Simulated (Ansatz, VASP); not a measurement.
**One calculation of Al2O3, two programs**

The input INCAR:

```
SYSTEM = Al2O3
  ALGO = Normal
  EDIFF = 1E-6
  ENCUT = 520
  GGA = PS
  ISIF = 2
  ISMEAR = 0
  LASPH = .True.
  LCHARG = .True.
  LELF = .True.
  LREAL = .False.
  LVHAR = .True.
  LWAVE = .False.
  NBANDS = 35
  NELM = 80
  PREC = Accurate
  SIGMA = 0.05
```

KPOINTS

```
k-points
0
Gamma
  6 6 6
  0 0 0
```

Contents of POSCAR:

```
Al2O3
1.0
    2.3129244982      1.3353675816      3.8798537482
   -2.3129244982      1.3353675816      3.8798537482
    0.0000000000     -2.6707351633      3.8798537482
Al O
4 6
Direct
    0.8520350473      0.8520350473      0.8520350473
    0.6479649527      0.6479649527      0.6479649527
    0.1479649527      0.1479649527      0.1479649527
    0.3520350473      0.3520350473      0.3520350473
    0.0558571577      0.4441428423      0.7500000000
    0.7500000000      0.0558571577      0.4441428423
    0.4441428423      0.7500000000      0.0558571577
    0.9441428423      0.5558571577      0.2500000000
    0.2500000000      0.9441428423      0.5558571577
    0.5558571577      0.2500000000      0.9441428423
```

Input for Ansatz:

```yaml
crystal:
  lattice:
    - [2.3129244982, 1.3353675816, 3.8798537482]
    - [-2.3129244982, 1.3353675816, 3.8798537482]
    - [0.0, -2.6707351633, 3.8798537482]
  atoms:
    - { symbol: Al, position: [0.8520350473, 0.8520350473, 0.8520350473] }
    - { symbol: Al, position: [0.6479649527, 0.6479649527, 0.6479649527] }
    - { symbol: Al, position: [0.1479649527, 0.1479649527, 0.1479649527] }
    - { symbol: Al, position: [0.3520350473, 0.3520350473, 0.3520350473] }
    - { symbol: O, position: [0.0558571577, 0.4441428423, 0.75] }
    - { symbol: O, position: [0.75, 0.0558571577, 0.4441428423] }
    - { symbol: O, position: [0.4441428423, 0.75, 0.0558571577] }
    - { symbol: O, position: [0.9441428423, 0.5558571577, 0.25] }
    - { symbol: O, position: [0.25, 0.9441428423, 0.5558571577] }
    - { symbol: O, position: [0.5558571577, 0.25, 0.9441428423] }
basis:
  ecutwfc: 520.0
kpoints:
  mp_grid: { grid: [6, 6, 6] }
hamiltonian:
  xc: pbesol
  pseudopotentials: { kind: paw, azcp: { folder: soft_1 } }
scf:
  occupations: { method: gaussian, width: 0.05 }
output:
  forces: true
  stress: true
  eigenvalues: true
```

Alike in both runs: task single point; functional PBEsol; k mesh 6 × 6 × 6; occupations gaussian, width 0.05 eV; no spin polarisation.

|  | VASP | Ansatz |
| --- | --- | --- |
| version | VASP 6.6.1 | Ansatz 0.2.0 |
| potentials or method | VASP PAW PBE potentials, release 64 (Al, O), cutoff 520 eV | scalar-relativistic, plane waves, PAW |
| valence electrons in the cell | 48 | 48 |

Ansatz gave:

| Quantity | Value |
| --- | --- |
| gap on the k mesh at the Fermi level (eV) | 7.30 |
| least direct gap on the mesh (eV) | 7.30 |
| rms of the force components (eV/Å) | 0.420 |

Estimate VASP's values.

gap on the k mesh at the Fermi level (eV): 7.31; least direct gap on the mesh (eV): 7.31; rms of the force components (eV/Å): 0.431.

VASP's potentials were made for PBE, not for PBEsol, and Ansatz warns of the same on its side. Atom by atom the forces differ by 0.012 eV/Å (rms over components). The functional is the same, so the differences come from potentials, cutoffs and numerics.
